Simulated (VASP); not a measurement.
# TiAl3 (I4/mmm) in VASP: density of states with PBE

Aim: the density of states of TiAl3 with PBE.

Program: VASP 6.6.1. These are calculated values, not measurements. Logs are shortened: lines on timing, memory, paths and dates and some standing lists are left out, and cuts for length are marked.

### Step 1. The cell of the first run

The structure is tetragonal, space group I4/mmm (No. 139). The conventional cell has a = 3.845 Å, b = 3.845 Å, c = 8.623 Å, α = 90.00°, β = 90.00°, γ = 90.00°. Ti (site symmetry 4/mmm) has 12 Al at 2.72 to 2.89 Å within 3.6 Å. Al (site symmetry 4/mmm) has 4 Ti at 2.72 Å and 8 Al at 2.89 Å within 3.6 Å. Al (site symmetry -4m2) has 8 Al at 2.72 to 2.89 Å and 4 Ti at 2.89 Å within 3.6 Å.

### Step 2. Density of states, PBE

The input, POSCAR:

```
TiAl3
1.0
   -1.9226734293      1.9226734293      4.3114047963
    1.9226734293     -1.9226734293      4.3114047963
    1.9226734293      1.9226734293     -4.3114047963
Ti Al
1 3
Direct
    0.0000000000      0.0000000000      0.0000000000
    0.5000000000      0.5000000000      0.0000000000
    0.7500000000      0.2500000000      0.5000000000
    0.2500000000      0.7500000000      0.5000000000
```

The input, INCAR.step1:

```
SYSTEM = TiAl3
ALGO = Normal ; EDIFF = 1E-6
ENCUT = 520 ; GGA = PE
ISIF = 2 ; ISMEAR = 0
LASPH = .TRUE. ; LCHARG = .TRUE.
LMAXMIX = 4 ; LREAL = .FALSE.
LWAVE = .FALSE. ; NBANDS = 18
NELM = 100 ; PREC = Accurate
SIGMA = 0.1
```

The input, KPOINTS.step1:

```
k-points
0
G
  16 16 16
  0 0 0
```

The input, INCAR.step2:

```
SYSTEM = TiAl3
ALGO = Normal ; EDIFF = 1E-6
ENCUT = 520 ; GGA = PE
ICHARG = 11 ; ISIF = 2
ISMEAR = -5 ; LASPH = .TRUE.
LCHARG = .FALSE. ; LMAXMIX = 4
LORBIT = 10 ; LREAL = .FALSE.
LWAVE = .FALSE. ; NBANDS = 18
NEDOS = 1001 ; NELM = 100
PREC = Accurate ; SIGMA = 0.1
```

The input, KPOINTS.step2:

```
k-points
0
G
  24 24 24
  0 0 0
```

Potentials or basis: VASP PAW PBE potentials, release 64 (Ti_sv, Al).

Run with:

```
> cat potpaw_PBE.64/Ti_sv/POTCAR potpaw_PBE.64/Al/POTCAR > POTCAR
> cp INCAR.step1 INCAR
> cp KPOINTS.step1 KPOINTS
> mpirun -np 1 vasp_std > vasp.out
> cp INCAR.step2 INCAR
> cp KPOINTS.step2 KPOINTS
> mpirun -np 1 vasp_std > vasp.out
```

OUTCAR:

```text
SYSTEM = TiAl3
   EDIFF = 1E-6
   ENCUT = 520
   GGA = PE
   ICHARG = 11
   ISIF = 2
   ISMEAR = -5
   LASPH = .TRUE.
   LORBIT = 10
   LREAL = .FALSE.
   NELM = 100
   PREC = Accurate

 ion  position               nearest neighbor table
   1  0.000  0.000  0.000-   2 2.72   2 2.72   2 2.72   2 2.72   4 2.89   3 2.89   4 2.89   4 2.89
                             3 2.89   3 2.89   4 2.89   3 2.89
   2  0.500  0.500  0.000-   1 2.72   1 2.72   1 2.72   1 2.72   4 2.89   3 2.89   4 2.89   3 2.89
                             4 2.89   4 2.89   3 2.89   3 2.89
   3  0.750  0.250  0.500-   4 2.72   4 2.72   4 2.72   4 2.72   2 2.89   1 2.89   2 2.89   1 2.89
                             2 2.89   2 2.89   1 2.89   1 2.89
   4  0.250  0.750  0.500-   3 2.72   3 2.72   3 2.72   3 2.72   2 2.89   1 2.89   2 2.89   2 2.89
                             1 2.89   1 2.89   2 2.89   1 2.89

  LATTYP: Found a body centered tetragonal cell.
 ALAT       =     3.8453468586
 C/A-ratio  =     2.2424009874

  Lattice vectors:

 A1 = (  -1.9226734293,   1.9226734293,   4.3114047963)
 A2 = (   1.9226734293,  -1.9226734293,   4.3114047963)
 A3 = (   1.9226734293,   1.9226734293,  -4.3114047963)

Analysis of symmetry for initial positions (statically):
=====================================================================
 Subroutine PRICEL returns:
 Original cell was already a primitive cell.

 Routine SETGRP: Setting up the symmetry group for a
 body centered tetragonal supercell.

 Subroutine GETGRP returns: Found 16 space group operations
 (whereof 16 operations were pure point group operations)
 out of a pool of 16 trial point group operations.

The static configuration has the point symmetry D_4h.

Analysis of symmetry for dynamics (positions and initial velocities):
=====================================================================
 Subroutine PRICEL returns:
 Original cell was already a primitive cell.

 Routine SETGRP: Setting up the symmetry group for a
 body centered tetragonal supercell.

 Subroutine GETGRP returns: Found 16 space group operations
 (whereof 16 operations were pure point group operations)
 out of a pool of 16 trial point group operations.

The dynamic configuration has the point symmetry D_4h.

 Subroutine INISYM returns: Found 16 space group operations
 (whereof 16 operations are pure point group operations),
 and found     1 'primitive' translations

----------------------------------------------------------------------------------------

                                     Primitive cell

  volume of cell :      63.7514

  direct lattice vectors                    reciprocal lattice vectors
    -1.922673429  1.922673429  4.311404796     0.000000000  0.260054564  0.115971481
     1.922673429 -1.922673429  4.311404796     0.260054564  0.000000000  0.115971481
     1.922673429  1.922673429 -4.311404796     0.260054564  0.260054564  0.000000000

  length of vectors
     5.097210762  5.097210762  5.097210762     0.284741568  0.284741568  0.367772691

  position of ions in fractional coordinates (direct lattice)
     0.000000000  0.000000000  0.000000000
     0.500000000  0.500000000  0.000000000
     0.750000000  0.250000000  0.500000000
     0.250000000  0.750000000  0.500000000

  ion indices of the primitive-cell ions
   primitive index   ion index
                 1           1
                 2           2
                 3           3
                 4           4

----------------------------------------------------------------------------------------

 KPOINTS: k-points

Automatic generation of k-mesh.
 Grid dimensions read from file:
 generate k-points for:   24   24   24

 Generating k-lattice:

  Cartesian coordinates                     Fractional coordinates (reciprocal lattice)
     0.000000000  0.010835607  0.004832145     0.041666667  0.000000000 -0.000000000
     0.010835607  0.000000000  0.004832145     0.000000000  0.041666667 -0.000000000
     0.010835607  0.010835607  0.000000000     0.000000000  0.000000000  0.041666667

  Length of vectors
     0.011864232  0.011864232  0.015323862

  Shift w.r.t. Gamma in fractional coordinates (k-lattice)
     0.000000000  0.000000000  0.000000000

 TETIRR: Found  17515 inequivalent tetrahedra from    82944

 Subroutine IBZKPT returns following result:
 ===========================================

 Found   1063 irreducible k-points:

 Following reciprocal coordinates:
            Coordinates               Weight
  0.000000  0.000000  0.000000      1.000000
  0.041667  0.000000  0.000000      8.000000
  0.083333  0.000000 -0.000000      8.000000
  0.125000  0.000000  0.000000      8.000000
  0.166667  0.000000 -0.000000      8.000000
  0.208333  0.000000 -0.000000      8.000000
[... 16 lines left out ...]
  0.416667  0.041667 -0.000000     16.000000
  0.458333  0.041667 -0.000000     16.000000
 [... further k-points ...]
   k-points           NKPTS =   1063   k-points in BZ     NKDIM =   1063   number of bands    NBANDS=     18
   number of dos      NEDOS =   1001   number of ions     NIONS =      4
   total plane-waves  NPLWV =  64000
   dimension x,y,z NGX =    40 NGY =   40 NGZ =   40
   dimension x,y,z NGXF=    80 NGYF=   80 NGZF=   80
   ions per type =               1   3
   NGX,Y,Z   is equivalent  to a cutoff of  13.05, 13.05, 13.05 a.u.
   NGXF,Y,Z  is equivalent  to a cutoff of  26.09, 26.09, 26.09 a.u.
 SYSTEM =  TiAl3
   PREC   = accura    normal or accurate (medium, high low for compatibility)
   ISTART =      0    job   : 0-new  1-cont  2-samecut
   ICHARG =     11    charge: 1-file 2-atom 10-const
   ISPIN  =      1    spin polarized calculation?
   LNONCOLLINEAR =      F non collinear calculations
   LSORBIT =      F    spin-orbit coupling
   LASPH  =      T    aspherical Exc in radial PAW
   ENCUT  =  520.0 eV  38.22 Ry    6.18 a.u.   9.48  9.48  9.48*2*pi/ulx,y,z
   NELM   =    100;   NELMIN=  2; NELMDL=  0     # of ELM steps
   EDIFF  = 0.1E-05   stopping-criterion for ELM
   LREAL  =      F    real-space projection
   EDIFFG = 0.1E-04   stopping-criterion for IOM
   NSW    =      0    number of steps for IOM
   IBRION =     -1    ionic relax: 0-MD 1-quasi-New 2-CG
   NFREE  =      0    steps in history (QN), initial steepest desc. (CG)
   ISIF   =      2    stress and relaxation
   ISYM   =      2    0-nonsym 1-usesym 2-fastsym
   POTIM  = 0.5000    time-step for ionic-motion
   TEBEG  =    0.0;   TEEND  =   0.0 temperature during run
   PSTRESS=    0.0 pullay stress
   NELECT =      21.0000    total number of electrons
   NUPDOWN=      -1.0000    fix difference up-down
   EMIN   =  10.00;   EMAX   =-10.00  energy-range for DOS
   EFERMI =   0.00;   METHOD = LEGACY
   ISMEAR =    -5;   SIGMA  =   0.10  broadening in eV -4-tet -1-fermi 0-gaus
   EFERMI_NEDOS =   21; number of points for ismear=-14 and -15
   IALGO  =     38    algorithm
   IMIX   =      4    mixing-type and parameters
     AMIX     =   0.40;   BMIX     =  1.00
     AMIX_MAG =   1.60;   BMIX_MAG =  1.00
  volume/ion in A,a.u.               =      15.94       107.55
  Fermi-wavevector in a.u.,A,eV,Ry     =   1.130623  2.136568 17.392455  1.278309
  Thomas-Fermi vector in A             =   2.267320
   LORBIT       =     10    0 simple, 1 ext, 2 COOP (PROOUT), +10 PAW based schemes
   GGA     = PE    functional components
   LHFCALC =     F    Hartree Fock is set to
   AEXX    =    0.0000 exact exchange contribution
   IVDW    =     0    specifies the selected vdW correction
   LEPSILON=     F    determine dielectric tensor
   LRPA    =     F    only Hartree local field effects (RPA)
 non-spin polarized calculation
 Fermi weights with tetrahedron method with Bloechl corrections
  energy-cutoff  :      520.00
  volume of cell :       63.75
 maximum number of plane-waves:      1752
 NGX is ok and might be reduce to    40

 number of electron      21.0000000 magnetization

 Free energy of the ion-electron system (eV)
  ---------------------------------------------------
  ext. energy  EPLUGINS =         0.00000000
  ---------------------------------------------------
  free energy    TOTEN  =       -20.66129747 eV

  energy without entropy =      -20.66129747  energy(sigma->0) =      -20.66129747

 E-fermi :   8.1649     XC(G=0): -10.7175

 val. band max:        8.1855278765   @ k =  -0.4583   0.5000   0.2917
 cond. band min:       8.1655867749   @ k =  -0.4167  -0.4167   0.3750
 fundamental gap:     -0.0199411017
 Fermi energy:         8.1648759214

 k-point     1 :       0.0000    0.0000    0.0000
  band No.  band energies     occupation
      1     -48.3323      2.00000
      2     -24.6445      2.00000
      3     -24.6445      2.00000
      4     -24.5658      2.00000
      5      -1.8575      2.00000
      6       5.3133      2.00000
[... 10 lines left out ...]
     17      11.9086      0.00000
     18      11.9086      0.00000

 k-point     2 :       0.0417    0.0000    0.0000
  band No.  band energies     occupation
      1     -48.3323      2.00000
      2     -24.6449      2.00000
      3     -24.6445      2.00000
      4     -24.5658      2.00000
      5      -1.8360      2.00000
      6       5.1629      2.00000
[... 10 lines left out ...]
     17      11.9145      0.00000
     18      12.0515      0.00000

 k-point     3 :       0.0833    0.0000   -0.0000
  band No.  band energies     occupation
      1     -48.3323      2.00000
      2     -24.6462      2.00000
      3     -24.6444      2.00000
      4     -24.5657      2.00000
      5      -1.7717      2.00000
      6       4.9438      2.00000
[... 412 lines left out ...]
 k-point    23 :       0.4167    0.0417   -0.0000
  band No.  band energies     occupation
      1     -48.3312      2.00000
      2     -24.6685      2.00000
      3     -24.6433      2.00000
      4     -24.5647      2.00000
      5       0.2737      2.00000
      6       1.9728      2.00000
[... 10 lines left out ...]
     17      12.8951      0.00000
     18      14.0307      0.00000

 k-point    24 :       0.4583    0.0417   -0.0000
  band No.  band energies     occupation
      1     -48.3311      2.00000
      2     -24.6697      2.00000
      3     -24.6432      2.00000
      4     -24.5646      2.00000
      5       0.6660      2.00000
      6       1.5143      2.00000
[... 10 lines left out ...]
     17      12.8210      0.00000
     18      13.8482      0.00000

 [... further k-points ...]

------------------------ aborting loop because EDIFF is reached ----------------------------------------

  FORCE on cell =-STRESS in cart. coord.  units (eV):
  Direction    XX          YY          ZZ          XY          YZ          ZX
  --------------------------------------------------------------------------------------
  -------------------------------------------------------------------------------------
  Total       -0.0492872     -0.0492872     -0.0447231      0.0000000      0.0000000     -0.0000000
  in kB       -1.2386681     -1.2386681     -1.1239637      0.0000000      0.0000000     -0.0000000
  external PRESSURE =      -1.2004333 kB  Pullay stress =       0.0000000 kB

 VOLUME and BASIS-vectors are now :
 -----------------------------------------------------------------------------
  energy-cutoff  :      520.00
  volume of cell :       63.75
      direct lattice vectors                 reciprocal lattice vectors
    -1.922673429  1.922673429  4.311404796     0.000000000  0.260054564  0.115971481
     1.922673429 -1.922673429  4.311404796     0.260054564  0.000000000  0.115971481
     1.922673429  1.922673429 -4.311404796     0.260054564  0.260054564  0.000000000

 POSITION                                       TOTAL-FORCE (eV/Angst)
 -----------------------------------------------------------------------------------
      0.00000      0.00000      0.00000        -0.000000     -0.000000     -0.000000
      0.00000      0.00000      4.31140        -0.000000     -0.000000     -0.000000
     -0.00000      1.92267      2.15570        -0.000000     -0.000000      0.000000
      1.92267     -0.00000      2.15570         0.000000      0.000000     -0.000000
 -----------------------------------------------------------------------------------
    total drift:                               -0.000000     -0.000000     -0.000000

  FREE ENERGIE OF THE ION-ELECTRON SYSTEM (eV)
  ---------------------------------------------------
  free  energy   TOTEN  =       -20.6612974663 eV

  energy  without entropy=      -20.6612974663  energy(sigma->0) =      -20.66129747

 total charge

# of ion       s       p       d       tot
------------------------------------------
    1        2.164   6.112   2.004  10.280
    2        0.445   0.368   0.000   0.813
    3        0.406   0.398   0.000   0.804
    4        0.406   0.398   0.000   0.804
--------------------------------------------------
tot          3.422   7.277   2.004  12.702
```

It took 21 min on 1 thread of Intel Xeon Platinum 8259CL at 2.50GHz (Skylake/Cascade Lake), shared host; peak memory 1.1 GiB.

What came out:

- Valence electrons inside the program's atomic spheres: Ti 10.28; Al 0.81, 0.80

Levels at points of the mesh, in eV from the Fermi level:
```csv
k point,band 7,band 8,band 9,band 10,band 11,band 12,band 13,band 14,band 15,band 16
"(0.00, 0.00, 0.00)",-2.61,-1.37,-1.20,-1.20,0.83,1.72,1.72,2.24,2.36,3.71
"(0.50, 0.00, 0.00)",-3.57,-2.96,-1.04,-0.25,0.51,1.78,2.07,2.68,3.14,4.42
"(0.50, 0.50, 0.00)",-4.35,-3.72,-2.69,-2.19,-0.97,1.74,1.92,2.67,2.78,3.12
"(0.50, 0.50, 0.50)",-1.97,-0.92,-0.92,-0.22,0.71,0.71,0.94,3.05,4.61,6.03
```

Caveat: tetrahedron occupations give inexact forces and stress in metals.
